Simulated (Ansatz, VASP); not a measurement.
**CaS: VASP beside Ansatz**

The input INCAR:

```
SYSTEM = CaS
PREC     = Accurate       ! precision mode
ENCUT    = 450            ! plane-wave cutoff, eV
EDIFF    = 1E-7           ! SCF threshold, eV
ISMEAR   = 0              ! smearing method
SIGMA    = 0.01           ! smearing width, eV
LREAL    = .FALSE.        ! projectors in reciprocal space
LASPH    = .TRUE.         ! aspherical terms in the spheres
NELM     = 120            ! most SCF steps
ALGO     = Normal         ! electronic algorithm
ISIF     = 2              ! what is computed and relaxed
LWAVE    = .FALSE.        ! write WAVECAR
LCHARG   = .FALSE.        ! write CHGCAR
GGA      = CA             ! functional
IBRION   = 2              ! ionic algorithm
NSW      = 50             ! ionic steps
EDIFFG   = -0.002         ! ionic threshold
GGA_COMPAT= .FALSE.      
NELMIN   = 4
```

File KPOINTS:

```
regular mesh
0
G
  6 6 6
  0 0 0
```

Contents of POSCAR:

```
CaS
1.0
    0.0139110815      2.7891718482      2.7891718482
    2.7891718482      0.0139110815      2.7891718482
    2.7891718482      2.7891718482      0.0139110815
Ca S
1 1
Direct
    0.0000000000      0.0000000000      0.0000000000
    0.5000000000      0.5000000000      0.5000000000
```

Input for Ansatz:

```yaml
crystal:
  lattice:
    - [0.01391108154, 2.78917184823, 2.78917184823]
    - [2.78917184823, 0.01391108154, 2.78917184823]
    - [2.78917184823, 2.78917184823, 0.01391108154]
  atoms:
    - { symbol: Ca, position: [0.0, 0.0, 0.0] }
    - { symbol: S, position: [0.5, 0.5, 0.5] }
kpoints:
  mp_grid: { grid: [6, 6, 6] }
scf:
  occupations: { method: fixed }
  convergence: { dr2_threshold: 1.0e-10 }
hamiltonian:
  xc: lda
  pseudopotentials: { kind: all_electron, lapw: { basis_error: 0.0005 } }
output:
  forces: true
  stress: true
  eigenstates:
    kpoints:
      - [0.0, 0.0, 0.0]
      - [0.0, -0.5, -0.5]
      - [-0.5, 0.0, -0.5]
      - [-0.5, -0.5, 0.0]
      - [-0.5, 0.0, 0.0]
      - [0.0, -0.5, 0.0]
      - [0.0, 0.0, -0.5]
      - [-0.5, -0.5, -0.5]
relax:
  f_tol: 0.002
  max_steps: 30
```

Change from the starting cell: equal xy, yz and zx engineering shears of +0.5 %.

Alike in both runs: task relaxation of the atoms; functional LDA; k mesh 6 × 6 × 6; no spin polarisation.

```csv
,VASP,Ansatz
version,VASP 6.6.1,Ansatz 0.2.0
potentials or method,"VASP PAW LDA potentials, release 64 (Ca_sv, S), cutoff 450 eV","all-electron LAPW, scalar-relativistic"
occupations,"gaussian, width 0.01 eV",fixed
```

Ansatz gave:

```
gap on the k mesh at the Fermi level, each at its own relaxed structure (eV) : 1.96
```

**Question.** What did VASP give for the same quantities?

**Answer.** gap on the k mesh at the Fermi level, each at its own relaxed structure (eV): 1.95.

LDA's correlation is that of Perdew and Zunger in VASP and of Perdew and Wang (1992) in Ansatz. Ansatz ran all-electron here, and VASP with PAW potentials.

Noted on VASP's run: the relaxation stopped at its first step, so nothing moved.
